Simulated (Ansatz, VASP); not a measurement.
## Two plane-wave programs on Cu

```
Cu
1.0
     0.00000    1.70092    2.04111
     1.70092    0.00000    2.04111
     1.70092    1.70092    0.00000
Cu
1
Direct
  0.00000 0.00000 0.00000
```

Alike in both runs: task single point; functional PBEsol; k mesh 24 × 24 × 24; occupations gaussian, width 0.15 eV; no spin polarisation.

|  | VASP | Ansatz |
| --- | --- | --- |
| version | VASP 6.6.1 | Ansatz 0.2.0 |
| potentials or method | VASP PAW PBE potentials, release 64 (Cu), cutoff 520 eV | scalar-relativistic, plane waves, PAW |
| valence electrons in the cell | 11 | 19 |

|  | VASP | Ansatz | Ansatz less VASP |
| --- | --- | --- | --- |
| gap on the k mesh at the Fermi level (eV) | none | none | - |
| pressure (GPa) | -3.8 | -4.4 | -0.62 |
| traceless stress, the component that is largest in VASP (GPa) | -11.70 | -11.80 | -0.099 |

VASP's potentials were made for PBE, not for PBEsol. A gap of «none» marks a metal or a gap that the smearing closes. The functional is the same, so the differences come from potentials, cutoffs and numerics. VASP's potentials hold 11 valence electrons a cell and Ansatz's 19, so a difference there can come from the potentials and not from the codes.
